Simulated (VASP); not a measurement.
# Cr (Im-3m) in VASP: notebook

Cr is run at these levels: PBE; tasks: single point.

All numbers are computed with VASP 6.6.1; they aren't measurements. Logs are shortened: lines on timing, memory, paths and dates and some standing lists are left out, and cuts for length are marked.

### Step 1. The cell of the first run

Symmetry: Im-3m, No. 229, cubic system. The conventional cell has a = 2.884 Å, b = 2.884 Å, c = 2.884 Å, α = 90.00°, β = 90.00°, γ = 90.00°. Cr (site symmetry m-3m) has 14 Cr at 2.50 to 2.88 Å within 3.3 Å.

### Step 2. Single point, PBE, collinear spin, ferromagnetic start

INCAR reads:

```
SYSTEM = Cr
PREC = Accurate ; ENCUT = 520
EDIFF = 1E-6 ; ISMEAR = 0
SIGMA = 0.05 ; LREAL = .False.
LASPH = .True. ; NELM = 150
ALGO = Normal ; ISIF = 2
LWAVE = .False. ; LCHARG = .False.
ISPIN = 2 ; MAGMOM = 2
LORBIT = 11 ; LMAXMIX = 4
GGA = PE ; NBANDS = 16
```

KPOINTS reads:

```
regular mesh
0
Gamma
  22 22 22
  0 0 0
```

POSCAR reads:

```
Cr
1.0
   -1.4419500000      1.4419500000      1.4419500000
    1.4419500000     -1.4419500000      1.4419500000
    1.4419500000      1.4419500000     -1.4419500000
Cr
1
Direct
    0.0000000000      0.0000000000      0.0000000000
```

Potentials or basis: VASP PAW PBE potentials, release 64 (Cr_pv).

Launch:

```
$ cat potpaw_PBE.64/Cr_pv/POTCAR > POTCAR
$ mpirun -np 1 vasp_std > vasp.out
```

OUTCAR:

```text
SYSTEM = Cr
   PREC = Accurate
   ENCUT = 520
   EDIFF = 1E-6
   ISMEAR = 0
   LREAL = .False.
   LASPH = .True.
   NELM = 150
   ISIF = 2
   ISPIN = 2
   LORBIT = 11
   GGA = PE

 ion  position               nearest neighbor table
   1  0.000  0.000  0.000-

  LATTYP: Found a body centered cubic cell.
 ALAT       =     2.8839000000

  Lattice vectors:

 A1 = (  -1.4419500000,   1.4419500000,   1.4419500000)
 A2 = (   1.4419500000,  -1.4419500000,   1.4419500000)
 A3 = (   1.4419500000,   1.4419500000,  -1.4419500000)

Analysis of symmetry for initial positions (statically):
=====================================================================
 Subroutine PRICEL returns:
 Original cell was already a primitive cell.

 Routine SETGRP: Setting up the symmetry group for a
 body centered cubic supercell.

 Subroutine GETGRP returns: Found 48 space group operations
 (whereof 48 operations were pure point group operations)
 out of a pool of 48 trial point group operations.

The static configuration has the point symmetry O_h .

Analysis of symmetry for dynamics (positions and initial velocities):
=====================================================================
 Subroutine PRICEL returns:
 Original cell was already a primitive cell.

 Routine SETGRP: Setting up the symmetry group for a
 body centered cubic supercell.

 Subroutine GETGRP returns: Found 48 space group operations
 (whereof 48 operations were pure point group operations)
 out of a pool of 48 trial point group operations.

The dynamic configuration has the point symmetry O_h .

Analysis of structural, dynamic, and magnetic symmetry:
=====================================================================
 Subroutine PRICEL returns:
 Original cell was already a primitive cell.

 Routine SETGRP: Setting up the symmetry group for a
 body centered cubic supercell.

 Subroutine GETGRP returns: Found 48 space group operations
 (whereof 48 operations were pure point group operations)
 out of a pool of 48 trial point group operations.

The overall configuration has the point symmetry O_h .

 Subroutine INISYM returns: Found 48 space group operations
 (whereof 48 operations are pure point group operations),
 and found     1 'primitive' translations

----------------------------------------------------------------------------------------

                                     Primitive cell

  volume of cell :      11.9925

  direct lattice vectors                    reciprocal lattice vectors
    -1.441950000  1.441950000  1.441950000     0.000000000  0.346752661  0.346752661
     1.441950000 -1.441950000  1.441950000     0.346752661  0.000000000  0.346752661
     1.441950000  1.441950000 -1.441950000     0.346752661  0.346752661  0.000000000

  length of vectors
     2.497530662  2.497530662  2.497530662     0.490382316  0.490382316  0.490382316

  position of ions in fractional coordinates (direct lattice)
     0.000000000  0.000000000  0.000000000

  ion indices of the primitive-cell ions
   primitive index   ion index
                 1           1

----------------------------------------------------------------------------------------

 KPOINTS: regular mesh

Automatic generation of k-mesh.
 Grid dimensions read from file:
 generate k-points for:   22   22   22

 Generating k-lattice:

  Cartesian coordinates                     Fractional coordinates (reciprocal lattice)
     0.000000000  0.015761485  0.015761485     0.045454545  0.000000000  0.000000000
     0.015761485  0.000000000  0.015761485     0.000000000  0.045454545  0.000000000
     0.015761485  0.015761485  0.000000000     0.000000000  0.000000000  0.045454545

  Length of vectors
     0.022290105  0.022290105  0.022290105

  Shift w.r.t. Gamma in fractional coordinates (k-lattice)
     0.000000000  0.000000000  0.000000000

 Subroutine IBZKPT returns following result:
 ===========================================

 Found    328 irreducible k-points:

 Following reciprocal coordinates:
            Coordinates               Weight
  0.000000  0.000000  0.000000      1.000000
  0.045455  0.000000  0.000000     12.000000
  0.090909  0.000000  0.000000     12.000000
  0.136364  0.000000  0.000000     12.000000
  0.181818  0.000000  0.000000     12.000000
  0.227273  0.000000  0.000000     12.000000
[... 16 lines left out ...]
  0.090909  0.090909  0.000000     24.000000
  0.136364  0.090909  0.000000     48.000000
 [... further k-points ...]
   k-points           NKPTS =    328   k-points in BZ     NKDIM =    328   number of bands    NBANDS=     16
   number of dos      NEDOS =    301   number of ions     NIONS =      1
   total plane-waves  NPLWV =   8000
   dimension x,y,z NGX =    20 NGY =   20 NGZ =   20
   dimension x,y,z NGXF=    40 NGYF=   40 NGZF=   40
   ions per type =               1
   NGX,Y,Z   is equivalent  to a cutoff of  13.31, 13.31, 13.31 a.u.
   NGXF,Y,Z  is equivalent  to a cutoff of  26.63, 26.63, 26.63 a.u.
 SYSTEM =  Cr
   PREC   = accura    normal or accurate (medium, high low for compatibility)
   ISTART =      0    job   : 0-new  1-cont  2-samecut
   ICHARG =      2    charge: 1-file 2-atom 10-const
   ISPIN  =      2    spin polarized calculation?
   LNONCOLLINEAR =      F non collinear calculations
   LSORBIT =      F    spin-orbit coupling
   LASPH  =      T    aspherical Exc in radial PAW
   ENCUT  =  520.0 eV  38.22 Ry    6.18 a.u.   4.64  4.64  4.64*2*pi/ulx,y,z
   NELM   =    150;   NELMIN=  2; NELMDL= -5     # of ELM steps
   EDIFF  = 0.1E-05   stopping-criterion for ELM
   LREAL  =      F    real-space projection
   EDIFFG = 0.1E-04   stopping-criterion for IOM
   NSW    =      0    number of steps for IOM
   IBRION =     -1    ionic relax: 0-MD 1-quasi-New 2-CG
   NFREE  =      0    steps in history (QN), initial steepest desc. (CG)
   ISIF   =      2    stress and relaxation
   ISYM   =      2    0-nonsym 1-usesym 2-fastsym
   POTIM  = 0.5000    time-step for ionic-motion
   TEBEG  =    0.0;   TEEND  =   0.0 temperature during run
   PSTRESS=    0.0 pullay stress
   NELECT =      12.0000    total number of electrons
   NUPDOWN=      -1.0000    fix difference up-down
   EMIN   =  10.00;   EMAX   =-10.00  energy-range for DOS
   EFERMI =   0.00;   METHOD = LEGACY
   ISMEAR =     0;   SIGMA  =   0.05  broadening in eV -4-tet -1-fermi 0-gaus
   EFERMI_NEDOS =   21; number of points for ismear=-14 and -15
   IALGO  =     38    algorithm
   IMIX   =      4    mixing-type and parameters
     AMIX     =   0.40;   BMIX     =  1.00
     AMIX_MAG =   1.60;   BMIX_MAG =  1.00
  volume/ion in A,a.u.               =      11.99        80.93
  Fermi-wavevector in a.u.,A,eV,Ry     =   1.637439  3.094310 36.480015  2.681205
  Thomas-Fermi vector in A             =   2.728578
   LORBIT       =     11    0 simple, 1 ext, 2 COOP (PROOUT), +10 PAW based schemes
   GGA     = PE    functional components
   LHFCALC =     F    Hartree Fock is set to
   AEXX    =    0.0000 exact exchange contribution
   IVDW    =     0    specifies the selected vdW correction
   LEPSILON=     F    determine dielectric tensor
   LRPA    =     F    only Hartree local field effects (RPA)
 spin polarized calculation
 Gauss-broadening in eV      SIGMA  =   0.05
  energy-cutoff  :      520.00
  volume of cell :       11.99
 maximum number of plane-waves:       336
   NGX =  9   NGY =  9   NGZ =  9

 number of electron      11.9999992 magnetization       0.0007905

 number of electron      11.9999992 magnetization      -0.0002258

 Free energy of the ion-electron system (eV)
  ---------------------------------------------------
  ext. energy  EPLUGINS =         0.00000000
  ---------------------------------------------------
  free energy    TOTEN  =        -9.50093950 eV

  energy without entropy =       -9.49974501  energy(sigma->0) =       -9.50034225

 E-fermi :  10.4448     XC(G=0): -13.4580

 val. band max:       10.4418975655   @ k =  -0.1818   0.1818   0.0455
 cond. band min:      10.4515194931   @ k =  -0.4091   0.4545   0.2727
 fundamental gap:      0.0096219277
 Fermi energy:        10.4447886388

 spin component 1

 k-point     1 :       0.0000    0.0000    0.0000
  band No.  band energies     occupation
      1     -32.3357      1.00000
      2     -32.3357      1.00000
      3     -32.3357      1.00000
      4       2.7264      1.00000
      5       9.5765      1.00000
      6       9.5765      1.00000
[... 8 lines left out ...]
     15      39.5929      0.00000
     16      43.8157      0.00000

 k-point     2 :       0.0455    0.0000    0.0000
  band No.  band energies     occupation
      1     -32.3528      1.00000
      2     -32.3410      1.00000
      3     -32.3358      1.00000
      4       2.8145      1.00000
      5       9.5431      1.00000
      6       9.5716      1.00000
[... 8 lines left out ...]
     15      39.8013      0.00000
     16      42.5674      0.00000
[... 387 lines left out ...]
      5       9.2785      1.00000
      6       9.3603      1.00000
[... 8 lines left out ...]
     15      38.1408      0.00000
     16      41.0794      0.00000

 k-point    24 :       0.1364    0.0909    0.0000
  band No.  band energies     occupation
      1     -32.6161      1.00000
      2     -32.4086      1.00000
      3     -32.3572      1.00000
      4       4.2680      1.00000
      5       9.1106      1.00000
      6       9.2342      1.00000
[... 8 lines left out ...]
     15      38.2817      0.00000
     16      40.8566      0.00000

 [... further k-points ...]

 spin component 2

 k-point     1 :       0.0000    0.0000    0.0000
  band No.  band energies     occupation
      1     -32.3358      1.00000
      2     -32.3358      1.00000
      3     -32.3358      1.00000
      4       2.7263      1.00000
      5       9.5763      1.00000
      6       9.5763      1.00000
[... 8 lines left out ...]
     15      39.5927      0.00000
     16      43.8157      0.00000

 k-point     2 :       0.0455    0.0000    0.0000
  band No.  band energies     occupation
      1     -32.3530      1.00000
      2     -32.3411      1.00000
      3     -32.3359      1.00000
      4       2.8144      1.00000
      5       9.5429      1.00000
      6       9.5714      1.00000
[... 8 lines left out ...]
     15      39.8012      0.00000
     16      42.5673      0.00000
[... 387 lines left out ...]
      5       9.2783      1.00000
      6       9.3601      1.00000
[... 8 lines left out ...]
     15      38.1407      0.00000
     16      41.0793      0.00000

 k-point    24 :       0.1364    0.0909    0.0000
  band No.  band energies     occupation
      1     -32.6162      1.00000
      2     -32.4087      1.00000
      3     -32.3573      1.00000
      4       4.2679      1.00000
      5       9.1104      1.00000
      6       9.2340      1.00000
[... 8 lines left out ...]
     15      38.2815      0.00000
     16      40.8565      0.00000

 [... further k-points ...]
[... 5 lines left out ...]
  --------------------------------------------------------------------------------------
  -------------------------------------------------------------------------------------
  Total       -0.6993906     -0.6993906     -0.6993906      0.0000000      0.0000000     -0.0000000
  in kB      -93.4371887    -93.4371887    -93.4371887      0.0000000      0.0000000     -0.0000000
  external PRESSURE =     -93.4371887 kB  Pullay stress =       0.0000000 kB

 VOLUME and BASIS-vectors are now :
 -----------------------------------------------------------------------------
  energy-cutoff  :      520.00
  volume of cell :       11.99
      direct lattice vectors                 reciprocal lattice vectors
    -1.441950000  1.441950000  1.441950000     0.000000000  0.346752661  0.346752661
     1.441950000 -1.441950000  1.441950000     0.346752661  0.000000000  0.346752661
     1.441950000  1.441950000 -1.441950000     0.346752661  0.346752661  0.000000000

 POSITION                                       TOTAL-FORCE (eV/Angst)
 -----------------------------------------------------------------------------------
      0.00000      0.00000      0.00000         0.000000     -0.000000      0.000000
 -----------------------------------------------------------------------------------
    total drift:                                0.000000     -0.000000      0.000000

  FREE ENERGIE OF THE ION-ELECTRON SYSTEM (eV)
  ---------------------------------------------------
  free  energy   TOTEN  =        -9.5009394964 eV

  energy  without entropy=       -9.4997450058  energy(sigma->0) =       -9.50034225

 total charge

# of ion       s       p       d       tot
------------------------------------------
    1        0.427   6.383   4.168  10.978

 magnetization (x)

# of ion       s       p       d       tot
------------------------------------------
    1        0.000  -0.000  -0.000  -0.000
```

Wall time 51 s (1 thread of Intel Xeon 6975P-C (Granite Rapids), shared host); peak memory 0.2 GiB.

What came out:

| Item | Value |
| --- | --- |
| Free energy | -9.5009 eV |
| Pressure | -9.3 GPa |
| Band gap on the k mesh | zero (filled and empty bands overlap) |
| Net moment | 0.00 μB per cell |
| Valence electrons inside the program's atomic spheres | Cr 10.98 |

Caveat: the cell stands under tension.

### Step 3. Single point, PBE, collinear spin, antiferromagnetic start

This run uses another cell than the first one: it holds 2 atoms, not 1.

INCAR reads:

```
SYSTEM = Cr
ALGO = Fast ; EDIFF = 1E-6
ENCUT = 520 ; GGA = PE
ISIF = 2 ; ISMEAR = 0
ISPIN = 2 ; LASPH = .True.
LCHARG = .False. ; LMAXMIX = 4
LORBIT = 11 ; LREAL = .False.
LWAVE = .False. ; MAGMOM = 0.98 -0.98
NBANDS = 23 ; NELM = 150
PREC = Accurate ; SIGMA = 0.05
```

KPOINTS reads:

```
k-points
0
Gamma
  16 16 16
  0 0 0
```

POSCAR reads:

```
Cr
1.0
    2.8664339370      0.0000000000      0.0000000000
    0.0000000000      2.8664339370      0.0000000000
    0.0000000000      0.0000000000      2.8664339370
Cr
2
Direct
    0.0000000000      0.0000000000      0.0000000000
    0.5000000000      0.5000000000      0.5000000000
```

Potentials or basis: VASP PAW PBE potentials, release 64 (Cr_pv).

Launch:

```
$ cat potpaw_PBE.64/Cr_pv/POTCAR > POTCAR
$ mpirun -np 1 vasp_std > vasp.out
```

Run time: 69 s. Hardware: 1 thread of Intel Xeon 6975P-C (Granite Rapids), shared host; peak memory 0.23 GiB.

It converged, with:

* Free energy: -19.0609 eV
* Pressure: 0.0 GPa
* Band gap on the k mesh: zero (filled and empty bands overlap)
* Net moment: 0.00 μB per cell
* Site moments: Cr +1.12, -1.12 μB
* Valence electrons inside the program's atomic spheres: Cr 11.02

Levels at points of the mesh, in eV from the Fermi level:
Spin up:
```
           k point  band 10  band 11  band 12  band 13  band 14  band 15
(0.00, 0.00, 0.00)    -0.85    -0.85    -0.85     1.28     1.28     2.63
(0.50, 0.00, 0.00)    -1.25    -0.78    -0.78     0.22     0.25     0.25
(0.50, 0.50, 0.00)    -2.33     1.12     1.12     1.13     1.14     1.39
(0.50, 0.50, 0.50)    -1.83    -1.83    -1.83     1.18     1.18     2.11
```
Spin down:
```csv
k point,band 10,band 11,band 12,band 13,band 14,band 15
"(0.00, 0.00, 0.00)",-0.85,-0.85,-0.85,1.28,1.28,2.63
"(0.50, 0.00, 0.00)",-1.25,-0.78,-0.78,0.22,0.25,0.25
"(0.50, 0.50, 0.00)",-2.33,1.12,1.12,1.13,1.14,1.39
"(0.50, 0.50, 0.50)",-1.83,-1.83,-1.83,1.18,1.18,2.11
```

### Step 4. Single point, PBE, collinear spin, antiferromagnetic start

This run uses another cell than the first one: it holds 2 atoms, not 1.

INCAR reads:

```
SYSTEM = Cr
ALGO = Fast ; EDIFF = 1E-6
ENCUT = 520 ; GGA = PE
ISIF = 2 ; ISMEAR = -1
ISPIN = 2 ; LASPH = .True.
LCHARG = .False. ; LMAXMIX = 4
LORBIT = 11 ; LREAL = .False.
LWAVE = .False. ; MAGMOM = 1.13 -1.13
NBANDS = 23 ; NELM = 150
PREC = Accurate ; SIGMA = 0.05
```

KPOINTS is that of step 3.

POSCAR is that of step 3.

Launch:

```
$ cat potpaw_PBE.64/Cr_pv/POTCAR > POTCAR
$ mpirun -np 1 vasp_std > vasp.out
```

Run time: 68 s. Hardware: 1 thread of Intel Xeon 6975P-C (Granite Rapids), shared host; peak memory 0.23 GiB.

Results (log left out):

* Free energy: -19.0635 eV
* Pressure: -0.1 GPa
* Band gap on the k mesh: zero (filled and empty bands overlap)
* Net moment: 0.00 μB per cell
* Site moments: Cr +1.12, -1.12 μB
* Valence electrons inside the program's atomic spheres: Cr 11.02

Levels at points of the mesh, in eV from the Fermi level:
Spin up:
| k point | band 10 | band 11 | band 12 | band 13 | band 14 | band 15 |
| --- | --- | --- | --- | --- | --- | --- |
| (0.00, 0.00, 0.00) | -0.86 | -0.86 | -0.86 | 1.27 | 1.27 | 2.62 |
| (0.50, 0.00, 0.00) | -1.26 | -0.79 | -0.79 | 0.21 | 0.24 | 0.24 |
| (0.50, 0.50, 0.00) | -2.34 | 1.11 | 1.11 | 1.12 | 1.13 | 1.38 |
| (0.50, 0.50, 0.50) | -1.84 | -1.84 | -1.84 | 1.17 | 1.18 | 2.09 |
Spin down:
```tsv
k point	band 8	band 9	band 10	band 11	band 12	band 13	band 14	band 15	band 16	band 17
(0.00, 0.00, 0.00)	-4.13	-4.13	-0.86	-0.86	-0.86	1.27	1.27	2.62	2.62	2.62
(0.50, 0.00, 0.00)	-3.73	-2.03	-1.26	-0.79	-0.79	0.21	0.24	0.24	1.37	2.20
(0.50, 0.50, 0.00)	-4.21	-2.34	-2.34	1.11	1.11	1.12	1.13	1.38	2.03	2.96
(0.50, 0.50, 0.50)	-2.54	-2.54	-1.84	-1.84	-1.84	1.17	1.18	2.09	2.09	6.50
```
